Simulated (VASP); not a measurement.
Input of a VASP 6.6.1 run:

INCAR

```
SYSTEM = Au
PREC = Accurate
ENCUT = 500
EDIFF = 1E-6
ISMEAR = 1
SIGMA = 0.1
LREAL = .False.
LASPH = .True.
NELM = 120
ALGO = Normal
ISIF = 2
LWAVE = .False.
LCHARG = .False.
GGA = CA
NBANDS = 12
GGA_COMPAT = .False.
```

File KPOINTS:

```
regular mesh
0
Gamma
  11 11 11
  0 0 0
```

Contents of POSCAR:

```
Au
1.0
    0.0000000000      2.0617793868      2.0617793868
    2.0617793868      0.0000000000      2.0617793868
    2.0617793868      2.0617793868      0.0000000000
Au
1
Direct
    0.0000000000      0.0000000000      0.0000000000
```

Potentials or basis: VASP PAW LDA potentials, release 64 (Au).

Launch:

```console
$ cat potpaw_LDA.64/Au/POTCAR > POTCAR
$ mpirun -np 1 vasp_std > vasp.out
```

Question: Predict the pressure.

Answer: -8.8 GPa.
